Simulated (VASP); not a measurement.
# Cu (Cmcm) in VASP: single point with PBE

Aim: the single point of Cu with PBE.

Everything below comes from runs of VASP 6.6.1. Logs are shortened: lines on timing, memory, paths and dates and some standing lists are left out, and cuts for length are marked.

### 1 The cell of the first run

Symmetry: Cmcm, No. 63, orthorhombic system. Conventional cell: a = 2.478 Å, b = 8.057 Å, c = 2.517 Å, α = 90.00°, β = 90.00°, γ = 90.00°. Cu (site symmetry m2m) has 10 Cu at 2.48 to 2.57 Å within 3.3 Å.

### 2 Single point, PBE

INCAR reads:

```
SYSTEM = Cu
PREC = Accurate
ENCUT = 520
EDIFF = 1E-6
ISMEAR = 0
SIGMA = 0.1
LREAL = .False.
LASPH = .True.
NELM = 80
ALGO = Fast
ISIF = 2
LWAVE = .False.
LCHARG = .False.
GGA = PE
NBANDS = 18
```

KPOINTS reads:

```
Automatic mesh
0
Gamma
  24 24 22
  0 0 0
```

POSCAR reads:

```
Cu
1.0
    1.2388406215     -4.0287275609      0.0000000000
    1.2388406215      4.0287275609      0.0000000000
    0.0000000000      0.0000000000      2.5172000522
Cu
2
Direct
    0.1340614492      0.8659385508      0.2500000000
    0.8659385508      0.1340614492      0.7500000000
```

Potentials or basis: VASP PAW PBE potentials, release 64 (Cu).

Started as:

```console
> cat potpaw_PBE.64/Cu/POTCAR > POTCAR
> mpirun -np 1 vasp_std > vasp.out
```

OUTCAR:

```text
SYSTEM = Cu
   PREC = Accurate
   ENCUT = 520
   EDIFF = 1E-6
   ISMEAR = 0
   LREAL = .False.
   LASPH = .True.
   NELM = 80
   ISIF = 2
   GGA = PE

 ion  position               nearest neighbor table
   1  0.134  0.866  0.250-   2 2.50   2 2.50   2 2.57   2 2.57   2 2.57   2 2.57
   2  0.866  0.134  0.750-   1 2.50   1 2.50   1 2.57   1 2.57   1 2.57   1 2.57

  LATTYP: Found a base centered orthorhombic cell.
 ALAT       =     2.4776812430
 B/A-ratio  =     3.2520144165
 C/A-ratio  =     1.0159499166

  Lattice vectors:

 A1 = (   1.2388406215,  -4.0287275609,   0.0000000000)
 A2 = (   1.2388406215,   4.0287275609,   0.0000000000)
 A3 = (   0.0000000000,   0.0000000000,   2.5172000522)

Analysis of symmetry for initial positions (statically):
=====================================================================
 Subroutine PRICEL returns:
 Original cell was already a primitive cell.

 Routine SETGRP: Setting up the symmetry group for a
 base centered orthorhombic supercell.

 Subroutine GETGRP returns: Found  8 space group operations
 (whereof  4 operations were pure point group operations)
 out of a pool of  8 trial point group operations.

The static configuration has the point symmetry C_2h.
 The point group associated with its full space group is D_2h.

Analysis of symmetry for dynamics (positions and initial velocities):
=====================================================================
 Subroutine PRICEL returns:
 Original cell was already a primitive cell.

 Routine SETGRP: Setting up the symmetry group for a
 base centered orthorhombic supercell.

 Subroutine GETGRP returns: Found  8 space group operations
 (whereof  4 operations were pure point group operations)
 out of a pool of  8 trial point group operations.

The dynamic configuration has the point symmetry C_2h.
 The point group associated with its full space group is D_2h.

 Subroutine INISYM returns: Found  8 space group operations
 (whereof  4 operations are pure point group operations),
 and found     1 'primitive' translations

----------------------------------------------------------------------------------------

                                     Primitive cell

  volume of cell :      25.1264

  direct lattice vectors                    reciprocal lattice vectors
     1.238840622 -4.028727561  0.000000000     0.403603168 -0.124108665  0.000000000
     1.238840622  4.028727561  0.000000000     0.403603168  0.124108665  0.000000000
     0.000000000  0.000000000  2.517200052     0.000000000  0.000000000  0.397266796

  length of vectors
     4.214898794  4.214898794  2.517200052     0.422254045  0.422254045  0.397266796

  position of ions in fractional coordinates (direct lattice)
     0.134061449  0.865938551  0.250000000
     0.865938551  0.134061449  0.750000000

  ion indices of the primitive-cell ions
   primitive index   ion index
                 1           1
                 2           2

----------------------------------------------------------------------------------------

 KPOINTS: Automatic mesh

Automatic generation of k-mesh.
 Grid dimensions read from file:
 generate k-points for:   24   24   22

 Generating k-lattice:

  Cartesian coordinates                     Fractional coordinates (reciprocal lattice)
     0.016816799 -0.005171194  0.000000000     0.041666667  0.000000000  0.000000000
     0.016816799  0.005171194  0.000000000     0.000000000  0.041666667  0.000000000
     0.000000000  0.000000000  0.018057582     0.000000000  0.000000000  0.045454545

  Length of vectors
     0.017593919  0.017593919  0.018057582

  Shift w.r.t. Gamma in fractional coordinates (k-lattice)
     0.000000000  0.000000000  0.000000000

 Subroutine IBZKPT returns following result:
 ===========================================

 Found   1884 irreducible k-points:

 Following reciprocal coordinates:
            Coordinates               Weight
  0.000000  0.000000  0.000000      1.000000
  0.041667  0.000000  0.000000      4.000000
  0.083333 -0.000000  0.000000      4.000000
  0.125000 -0.000000  0.000000      4.000000
  0.166667 -0.000000  0.000000      4.000000
  0.208333  0.000000  0.000000      4.000000
[... 16 lines left out ...]
  0.416667  0.041667  0.000000      4.000000
  0.458333  0.041667  0.000000      4.000000
 [... further k-points ...]
   k-points           NKPTS =   1884   k-points in BZ     NKDIM =   1884   number of bands    NBANDS=     18
   number of dos      NEDOS =    301   number of ions     NIONS =      2
   total plane-waves  NPLWV =  20480
   dimension x,y,z NGX =    32 NGY =   32 NGZ =   20
   dimension x,y,z NGXF=    64 NGYF=   64 NGZF=   40
   ions per type =               2
   NGX,Y,Z   is equivalent  to a cutoff of  12.62, 12.62, 13.21 a.u.
   NGXF,Y,Z  is equivalent  to a cutoff of  25.24, 25.24, 26.42 a.u.
 SYSTEM =  Cu
   PREC   = accura    normal or accurate (medium, high low for compatibility)
   ISTART =      0    job   : 0-new  1-cont  2-samecut
   ICHARG =      2    charge: 1-file 2-atom 10-const
   ISPIN  =      1    spin polarized calculation?
   LNONCOLLINEAR =      F non collinear calculations
   LSORBIT =      F    spin-orbit coupling
   LASPH  =      T    aspherical Exc in radial PAW
   ENCUT  =  520.0 eV  38.22 Ry    6.18 a.u.   7.84  7.84  4.68*2*pi/ulx,y,z
   NELM   =     80;   NELMIN=  2; NELMDL= -5     # of ELM steps
   EDIFF  = 0.1E-05   stopping-criterion for ELM
   LREAL  =      F    real-space projection
   EDIFFG = 0.1E-04   stopping-criterion for IOM
   NSW    =      0    number of steps for IOM
   IBRION =     -1    ionic relax: 0-MD 1-quasi-New 2-CG
   NFREE  =      0    steps in history (QN), initial steepest desc. (CG)
   ISIF   =      2    stress and relaxation
   ISYM   =      2    0-nonsym 1-usesym 2-fastsym
   POTIM  = 0.5000    time-step for ionic-motion
   TEBEG  =    0.0;   TEEND  =   0.0 temperature during run
   PSTRESS=    0.0 pullay stress
   NELECT =      22.0000    total number of electrons
   NUPDOWN=      -1.0000    fix difference up-down
   EMIN   =  10.00;   EMAX   =-10.00  energy-range for DOS
   EFERMI =   0.00;   METHOD = LEGACY
   ISMEAR =     0;   SIGMA  =   0.10  broadening in eV -4-tet -1-fermi 0-gaus
   EFERMI_NEDOS =   21; number of points for ismear=-14 and -15
   IALGO  =     68    algorithm
   IMIX   =      4    mixing-type and parameters
     AMIX     =   0.40;   BMIX     =  1.00
     AMIX_MAG =   1.60;   BMIX_MAG =  1.00
  volume/ion in A,a.u.               =      12.56        84.78
  Fermi-wavevector in a.u.,A,eV,Ry     =   1.566169  2.959631 33.373543  2.452886
  Thomas-Fermi vector in A             =   2.668537
   LORBIT       =      0    0 simple, 1 ext, 2 COOP (PROOUT), +10 PAW based schemes
   GGA     = PE    functional components
   LHFCALC =     F    Hartree Fock is set to
   AEXX    =    0.0000 exact exchange contribution
   IVDW    =     0    specifies the selected vdW correction
   LEPSILON=     F    determine dielectric tensor
   LRPA    =     F    only Hartree local field effects (RPA)
 non-spin polarized calculation
 RMM-DIIS sequential band-by-band and
 Gauss-broadening in eV      SIGMA  =   0.10
  energy-cutoff  :      520.00
  volume of cell :       25.13
 maximum number of plane-waves:       699
   NGX = 15   NGY = 15   NGZ =  9

 number of electron      22.0000001 magnetization

 Free energy of the ion-electron system (eV)
  ---------------------------------------------------
  ext. energy  EPLUGINS =         0.00000000
  ---------------------------------------------------
  free energy    TOTEN  =        -7.17841775 eV

  energy without entropy =       -7.17529339  energy(sigma->0) =       -7.17685557

 E-fermi :   6.8188     XC(G=0): -12.3344

 val. band max:        6.8172188160   @ k =   0.5000  -0.0000   0.1364
 cond. band min:       6.8189179431   @ k =  -0.0417   0.0417   0.0000
 fundamental gap:      0.0016991271
 Fermi energy:         6.8187994344

 k-point     1 :       0.0000    0.0000    0.0000
  band No.  band energies     occupation
      1      -2.0569      2.00000
      2       2.1435      2.00000
      3       2.8546      2.00000
      4       3.3091      2.00000
      5       3.9484      2.00000
      6       4.2136      2.00000
[... 10 lines left out ...]
     17      25.8443      0.00000
     18      27.8238      0.00000

 k-point     2 :       0.0417    0.0000    0.0000
  band No.  band energies     occupation
      1      -2.0084      2.00000
      2       2.1618      2.00000
      3       2.8724      2.00000
      4       3.3252      2.00000
      5       3.9538      2.00000
      6       4.2120      2.00000
[... 10 lines left out ...]
     17      26.1478      0.00000
     18      29.0613      0.00000

 k-point     3 :       0.0833   -0.0000    0.0000
  band No.  band energies     occupation
      1      -1.8634      2.00000
      2       2.2143      2.00000
      3       2.9246      2.00000
      4       3.3731      2.00000
      5       3.9695      2.00000
      6       4.2057      2.00000
[... 10 lines left out ...]
     17      26.3829      0.00000
     18      29.7073      0.00000

 k-point     4 :       0.1250   -0.0000    0.0000
  band No.  band energies     occupation
      1      -1.6245      2.00000
      2       2.2941      2.00000
      3       3.0078      2.00000
      4       3.4498      2.00000
      5       3.9942      2.00000
      6       4.1750      2.00000
[... 375 lines left out ...]
      4       3.6983      2.00000
      5       3.9986      2.00000
      6       4.1440      2.00000
[... 10 lines left out ...]
     17      26.7038      0.00000
     18      28.2011      0.00000

 k-point    23 :       0.4167    0.0417    0.0000
  band No.  band energies     occupation
      1       1.8867      2.00000
      2       2.5283      2.00000
      3       3.2547      2.00000
      4       3.8185      2.00000
      5       4.0017      2.00000
      6       4.1519      2.00000
[... 10 lines left out ...]
     17      27.6270      0.00000
     18      28.4753      0.00000

 k-point    24 :       0.4583    0.0417    0.0000
  band No.  band energies     occupation
      1       2.0164      2.00000
      2       2.4722      2.00000
      3       3.2928      2.00000
      4       3.8748      2.00000
      5       4.0615      2.00000
      6       4.1645      2.00000
[... 10 lines left out ...]
     17      28.2521      0.00000
     18      28.6317      0.00000

 [... further k-points ...]
[... 5 lines left out ...]
  --------------------------------------------------------------------------------------
  -------------------------------------------------------------------------------------
  Total        0.1919367      0.2081935      0.2147626      0.0000000      0.0000000      0.0000000
  in kB       12.2387618     13.2753739     13.6942493      0.0000000      0.0000000      0.0000000
  external PRESSURE =      13.0694617 kB  Pullay stress =       0.0000000 kB

 VOLUME and BASIS-vectors are now :
 -----------------------------------------------------------------------------
  energy-cutoff  :      520.00
  volume of cell :       25.13
      direct lattice vectors                 reciprocal lattice vectors
     1.238840622 -4.028727561  0.000000000     0.403603168 -0.124108665  0.000000000
     1.238840622  4.028727561  0.000000000     0.403603168  0.124108665  0.000000000
     0.000000000  0.000000000  2.517200052     0.000000000  0.000000000  0.397266796

 POSITION                                       TOTAL-FORCE (eV/Angst)
 -----------------------------------------------------------------------------------
      1.23884      2.94853      0.62930         0.000000      0.002782      0.000000
      1.23884     -2.94853      1.88790         0.000000     -0.002782     -0.000000
 -----------------------------------------------------------------------------------
    total drift:                                0.000000      0.000000      0.000000

  FREE ENERGIE OF THE ION-ELECTRON SYSTEM (eV)
  ---------------------------------------------------
  free  energy   TOTEN  =        -7.1784177459 eV

  energy  without entropy=       -7.1752933915  energy(sigma->0) =       -7.17685557
```

It took 11 min on 1 thread of Intel Xeon Platinum 8259CL at 2.50GHz (Skylake/Cascade Lake), shared host; peak memory 0.75 GiB.

Results:

```yaml
Free_energy: -7.1784 eV
Pressure: 1.3 GPa
Band_gap_on_the_k_mesh: zero (bands 11 and 12 overlap by 5.52 eV)
```

Forces in eV/Å, atoms in the order of the input:
```
Cu   0.000  0.003  0.000
Cu   0.000 -0.003  0.000
```

Stress tensor (GPa, compression positive):
```
1.22 0.00 0.00
0.00 1.33 0.00
0.00 0.00 1.37
```
